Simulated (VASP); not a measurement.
# CsPt (P-6m2) in VASP: notebook

The runs below take CsPt through single point, relaxation of cell and atoms, with PBE.

Program: VASP 6.6.1. These are calculated values, not measurements. Logs are shortened: lines on timing, memory, paths and dates and some standing lists are left out, and cuts for length are marked.

### 1 The cell of the first run

The structure is hexagonal, space group P-6m2 (No. 187). Conventional cell: a = 3.437 Å, b = 3.437 Å, c = 5.581 Å, α = 90.00°, β = 90.00°, γ = 120.00°. Cs (site symmetry -6m2) has 6 Pt at 3.42 Å and 6 Cs at 3.44 Å within 4.5 Å. Within 4.5 Å of Pt (site symmetry -6m2) lie 6 Cs at 3.42 Å and 6 Pt at 3.44 Å.

### 2 Single point, PBE

The input, INCAR:

```
SYSTEM = CsPt
  PREC = Accurate
  ENCUT = 520
  EDIFF = 1E-7
  ISMEAR = 0
  SIGMA = 0.1
  LREAL = .FALSE.
  LASPH = .TRUE.
  NELM = 100
  ALGO = Normal
  ISIF = 2
  LWAVE = .FALSE.
  LCHARG = .TRUE.
  GGA = PE
  LELF = .TRUE.
  LVHAR = .TRUE.
  NBANDS = 16
```

The input, KPOINTS:

```
Automatic mesh
0
G
  18 18 10
  0 0 0
```

The input, POSCAR:

```
CsPt
1.0
    3.4369892011      0.0000000000      0.0000000000
   -1.7184946005      2.9765199607      0.0000000000
    0.0000000000      0.0000000000      5.5814269710
Cs Pt
1 1
Direct
    0.0000000000      0.0000000000      0.0000000000
    0.3333333333      0.6666666667      0.5000000000
```

Potentials or basis: VASP PAW PBE potentials, release 64 (Cs_sv, Pt).

Command:

```console
$ cat potpaw_PBE.64/Cs_sv/POTCAR potpaw_PBE.64/Pt/POTCAR > POTCAR
$ mpirun -np 1 vasp_std > vasp.out
```

OUTCAR:

```text
SYSTEM = CsPt
   PREC = Accurate
   ENCUT = 520
   EDIFF = 1E-7
   ISMEAR = 0
   LREAL = .FALSE.
   LASPH = .TRUE.
   NELM = 100
   ISIF = 2
   GGA = PE

 ion  position               nearest neighbor table
   1  0.000  0.000  0.000-
   2  0.333  0.667  0.500-

  LATTYP: Found a hexagonal cell.
 ALAT       =     3.4369892011
 C/A-ratio  =     1.6239291556

  Lattice vectors:

 A1 = (   3.4369892011,   0.0000000000,   0.0000000000)
 A2 = (  -1.7184946005,   2.9765199607,   0.0000000000)
 A3 = (   0.0000000000,   0.0000000000,   5.5814269710)

Analysis of symmetry for initial positions (statically):
=====================================================================
 Subroutine PRICEL returns:
 Original cell was already a primitive cell.

 Routine SETGRP: Setting up the symmetry group for a
 hexagonal supercell.

 Subroutine GETGRP returns: Found 12 space group operations
 (whereof 12 operations were pure point group operations)
 out of a pool of 24 trial point group operations.

The static configuration has the point symmetry D_3h.

Analysis of symmetry for dynamics (positions and initial velocities):
=====================================================================
 Subroutine PRICEL returns:
 Original cell was already a primitive cell.

 Routine SETGRP: Setting up the symmetry group for a
 hexagonal supercell.

 Subroutine GETGRP returns: Found 12 space group operations
 (whereof 12 operations were pure point group operations)
 out of a pool of 24 trial point group operations.

The dynamic configuration has the point symmetry D_3h.

 Subroutine INISYM returns: Found 12 space group operations
 (whereof 12 operations are pure point group operations),
 and found     1 'primitive' translations

----------------------------------------------------------------------------------------

                                     Primitive cell

  volume of cell :      57.0995

  direct lattice vectors                    reciprocal lattice vectors
     3.436989201  0.000000000  0.000000000     0.290952325  0.167981403  0.000000000
    -1.718494600  2.976519961  0.000000000     0.000000000  0.335962807  0.000000000
     0.000000000  0.000000000  5.581426971     0.000000000  0.000000000  0.179165652

  length of vectors
     3.436989201  3.436989201  5.581426971     0.335962807  0.335962807  0.179165652

  position of ions in fractional coordinates (direct lattice)
     0.000000000  0.000000000  0.000000000
     0.333333333  0.666666667  0.500000000

  ion indices of the primitive-cell ions
   primitive index   ion index
                 1           1
                 2           2

----------------------------------------------------------------------------------------

 KPOINTS: Automatic mesh

Automatic generation of k-mesh.
 Grid dimensions read from file:
 generate k-points for:   18   18   10

 Generating k-lattice:

  Cartesian coordinates                     Fractional coordinates (reciprocal lattice)
     0.016164018  0.009332300  0.000000000     0.055555556 -0.000000000  0.000000000
     0.000000000  0.018664600  0.000000000     0.000000000  0.055555556  0.000000000
     0.000000000  0.000000000  0.017916565     0.000000000  0.000000000  0.100000000

  Length of vectors
     0.018664600  0.018664600  0.017916565

  Shift w.r.t. Gamma in fractional coordinates (k-lattice)
     0.000000000  0.000000000  0.000000000

 Subroutine IBZKPT returns following result:
 ===========================================

 Found    222 irreducible k-points:

 Following reciprocal coordinates:
            Coordinates               Weight
  0.000000  0.000000  0.000000      1.000000
  0.055556  0.000000  0.000000      6.000000
  0.111111  0.000000  0.000000      6.000000
  0.166667  0.000000  0.000000      6.000000
  0.222222  0.000000  0.000000      6.000000
  0.277778  0.000000  0.000000      6.000000
[... 16 lines left out ...]
  0.333333  0.111111  0.000000     12.000000
  0.388889  0.111111  0.000000     12.000000
 [... further k-points ...]
   k-points           NKPTS =    222   k-points in BZ     NKDIM =    222   number of bands    NBANDS=     16
   number of dos      NEDOS =    301   number of ions     NIONS =      2
   total plane-waves  NPLWV =  32928
   dimension x,y,z NGX =    28 NGY =   28 NGZ =   42
   dimension x,y,z NGXF=    56 NGYF=   56 NGZF=   84
   ions per type =               1   1
   NGX,Y,Z   is equivalent  to a cutoff of  13.54, 13.54, 12.51 a.u.
   NGXF,Y,Z  is equivalent  to a cutoff of  27.09, 27.09, 25.02 a.u.
 SYSTEM =  CsPt
   PREC   = accura    normal or accurate (medium, high low for compatibility)
   ISTART =      0    job   : 0-new  1-cont  2-samecut
   ICHARG =      2    charge: 1-file 2-atom 10-const
   ISPIN  =      1    spin polarized calculation?
   LNONCOLLINEAR =      F non collinear calculations
   LSORBIT =      F    spin-orbit coupling
   LASPH  =      T    aspherical Exc in radial PAW
   ENCUT  =  520.0 eV  38.22 Ry    6.18 a.u.   6.39  6.39 10.38*2*pi/ulx,y,z
   NELM   =    100;   NELMIN=  2; NELMDL= -5     # of ELM steps
   EDIFF  = 0.1E-06   stopping-criterion for ELM
   LREAL  =      F    real-space projection
   EDIFFG = 0.1E-05   stopping-criterion for IOM
   NSW    =      0    number of steps for IOM
   IBRION =     -1    ionic relax: 0-MD 1-quasi-New 2-CG
   NFREE  =      0    steps in history (QN), initial steepest desc. (CG)
   ISIF   =      2    stress and relaxation
   ISYM   =      2    0-nonsym 1-usesym 2-fastsym
   POTIM  = 0.5000    time-step for ionic-motion
   TEBEG  =    0.0;   TEEND  =   0.0 temperature during run
   PSTRESS=    0.0 pullay stress
   NELECT =      19.0000    total number of electrons
   NUPDOWN=      -1.0000    fix difference up-down
   EMIN   =  10.00;   EMAX   =-10.00  energy-range for DOS
   EFERMI =   0.00;   METHOD = LEGACY
   ISMEAR =     0;   SIGMA  =   0.10  broadening in eV -4-tet -1-fermi 0-gaus
   EFERMI_NEDOS =   21; number of points for ismear=-14 and -15
   IALGO  =     38    algorithm
   IMIX   =      4    mixing-type and parameters
     AMIX     =   0.40;   BMIX     =  1.00
     AMIX_MAG =   1.60;   BMIX_MAG =  1.00
  volume/ion in A,a.u.               =      28.55       192.66
  Fermi-wavevector in a.u.,A,eV,Ry     =   1.134441  2.143783 17.510108  1.286957
  Thomas-Fermi vector in A             =   2.271145
   LORBIT       =      0    0 simple, 1 ext, 2 COOP (PROOUT), +10 PAW based schemes
   GGA     = PE    functional components
   LHFCALC =     F    Hartree Fock is set to
   AEXX    =    0.0000 exact exchange contribution
   IVDW    =     0    specifies the selected vdW correction
   LEPSILON=     F    determine dielectric tensor
   LRPA    =     F    only Hartree local field effects (RPA)
 non-spin polarized calculation
 Gauss-broadening in eV      SIGMA  =   0.10
  energy-cutoff  :      520.00
  volume of cell :       57.10
 maximum number of plane-waves:      1558
 NGX is ok and might be reduce to    28
   NGX = 13   NGY = 13   NGZ = 21

 number of electron      19.0000000 magnetization

 Free energy of the ion-electron system (eV)
  ---------------------------------------------------
  ext. energy  EPLUGINS =         0.00000000
  ---------------------------------------------------
  free energy    TOTEN  =        -5.55627698 eV

  energy without entropy =       -5.55264125  energy(sigma->0) =       -5.55445911

 E-fermi :   4.5182     XC(G=0): -10.1586

 val. band max:        4.5069815768   @ k =   0.2222   0.1667   0.5000
 cond. band min:       4.5375277519   @ k =   0.3889   0.0000   0.4000
 fundamental gap:      0.0305461751
 Fermi energy:         4.5182485221

 k-point     1 :       0.0000    0.0000    0.0000
  band No.  band energies     occupation
      1     -18.5855      2.00000
      2      -5.2708      2.00000
      3      -3.1539      2.00000
      4      -3.1539      2.00000
      5       0.2571      2.00000
      6       2.7508      2.00000
[... 8 lines left out ...]
     15      13.8558      0.00000
     16      13.8558      0.00000

 k-point     2 :       0.0556    0.0000    0.0000
  band No.  band energies     occupation
      1     -18.5635      2.00000
      2      -5.2484      2.00000
      3      -3.3217      2.00000
      4      -3.1872      2.00000
      5       0.3310      2.00000
      6       2.7835      2.00000
[... 8 lines left out ...]
     15      13.8070      0.00000
     16      13.8188      0.00000

 k-point     3 :       0.1111    0.0000    0.0000
  band No.  band energies     occupation
      1     -18.4992      2.00000
      2      -5.1829      2.00000
      3      -3.7704      2.00000
      4      -3.2810      2.00000
      5       0.5422      2.00000
      6       2.8562      2.00000
[... 8 lines left out ...]
     15      13.6749      0.00000
     16      13.7832      0.00000

 k-point     4 :       0.1667    0.0000    0.0000
  band No.  band energies     occupation
      1     -18.3978      2.00000
      2      -5.0795      2.00000
      3      -4.3854      2.00000
      4      -3.4191      2.00000
      5       0.8691      2.00000
      6       2.9056      2.00000
[... 8 lines left out ...]
     15      13.4920      0.00000
     16      13.8258      0.00000

 k-point     5 :       0.2222    0.0000    0.0000
  band No.  band energies     occupation
      1     -18.2684      2.00000
      2      -5.0595      2.00000
      3      -4.9468      2.00000
      4      -3.5803      2.00000
      5       1.2774      2.00000
      6       2.8880      2.00000
[... 8 lines left out ...]
     15      13.2927      0.00000
     16      13.8244      0.00000

 k-point     6 :       0.2778    0.0000    0.0000
  band No.  band energies     occupation
      1     -18.1238      2.00000
      2      -5.7119      2.00000
      3      -4.7977      2.00000
      4      -3.7429      2.00000
      5       1.6828      2.00000
      6       2.9078      2.00000
[... 8 lines left out ...]
     15      12.9458      0.00000
     16      13.1037      0.00000
[... 267 lines left out ...]
 k-point    21 :       0.2222    0.1111    0.0000
  band No.  band energies     occupation
      1     -18.0785      2.00000
      2      -5.7611      2.00000
      3      -4.7506      2.00000
      4      -4.0282      2.00000
      5       1.8847      2.00000
      6       2.8800      2.00000
[... 8 lines left out ...]
     15      11.9782      0.00000
     16      13.5109      0.00000

 k-point    22 :       0.2778    0.1111    0.0000
  band No.  band energies     occupation
      1     -17.9424      2.00000
      2      -6.2605      2.00000
      3      -4.6088      2.00000
      4      -4.2292      2.00000
      5       2.1381      2.00000
      6       3.0469      2.00000
[... 8 lines left out ...]
     15      11.7911      0.00000
     16      13.4565      0.00000

 k-point    23 :       0.3333    0.1111    0.0000
  band No.  band energies     occupation
      1     -17.8262      2.00000
      2      -6.6544      2.00000
      3      -4.4868      2.00000
      4      -4.3842      2.00000
      5       2.1860      2.00000
      6       2.9090      2.00000
[... 8 lines left out ...]
     15      12.7366      0.00000
     16      13.2396      0.00000

 k-point    24 :       0.3889    0.1111    0.0000
  band No.  band energies     occupation
      1     -17.7475      2.00000
      2      -6.9067      2.00000
      3      -4.4814      2.00000
      4      -4.4037      2.00000
      5       2.1725      2.00000
      6       2.8130      2.00000
[... 8 lines left out ...]
     15      12.9560      0.00000
     16      13.9491      0.00000

 [... further k-points ...]
[... 5 lines left out ...]
  --------------------------------------------------------------------------------------
  -------------------------------------------------------------------------------------
  Total        0.1119769      0.1119769      0.1323173      0.0000000     -0.0000000      0.0000000
  in kB        3.1420045      3.1420045      3.7127453      0.0000000     -0.0000000      0.0000000
  external PRESSURE =       3.3322514 kB  Pullay stress =       0.0000000 kB

 VOLUME and BASIS-vectors are now :
 -----------------------------------------------------------------------------
  energy-cutoff  :      520.00
  volume of cell :       57.10
      direct lattice vectors                 reciprocal lattice vectors
     3.436989201  0.000000000  0.000000000     0.290952325  0.167981403  0.000000000
    -1.718494600  2.976519961  0.000000000     0.000000000  0.335962807  0.000000000
     0.000000000  0.000000000  5.581426971     0.000000000  0.000000000  0.179165652

 POSITION                                       TOTAL-FORCE (eV/Angst)
 -----------------------------------------------------------------------------------
      0.00000      0.00000      0.00000        -0.000000      0.000000      0.000000
     -0.00000      1.98435      2.79071         0.000000      0.000000      0.000000
 -----------------------------------------------------------------------------------
    total drift:                                0.000000     -0.000000     -0.000000

  FREE ENERGIE OF THE ION-ELECTRON SYSTEM (eV)
  ---------------------------------------------------
  free  energy   TOTEN  =        -5.5562769802 eV

  energy  without entropy=       -5.5526412472  energy(sigma->0) =       -5.55445911
```

It took 2.4 min on 1 thread of Intel Xeon Platinum 8259CL at 2.50GHz (Skylake/Cascade Lake), shared host; peak memory 0.34 GiB.

Results:

* Free energy: -5.5563 eV
* Pressure: 0.3 GPa

Levels at points of the mesh, in eV from the Fermi level:
```tsv
k point	band 6	band 7	band 8	band 9	band 10	band 11	band 12	band 13	band 14	band 15
(0.00, 0.00, 0.00)	-1.77	-1.34	-1.34	-0.79	-0.79	2.55	4.78	5.02	5.02	9.34
(0.50, 0.00, 0.00)	-1.67	-1.43	-1.10	-0.11	0.99	1.74	1.80	2.55	8.20	8.93
(0.00, 0.00, 0.50)	-1.38	-1.38	-0.77	-0.77	-0.73	1.06	2.91	5.29	5.29	9.18
(0.50, 0.00, 0.50)	-1.95	-1.86	-0.88	-0.11	1.04	1.20	2.57	5.89	6.27	7.06
```

Caveat: spin-orbit coupling is left out, which moves the levels of the heavy elements.

[end of part 1 of 3]
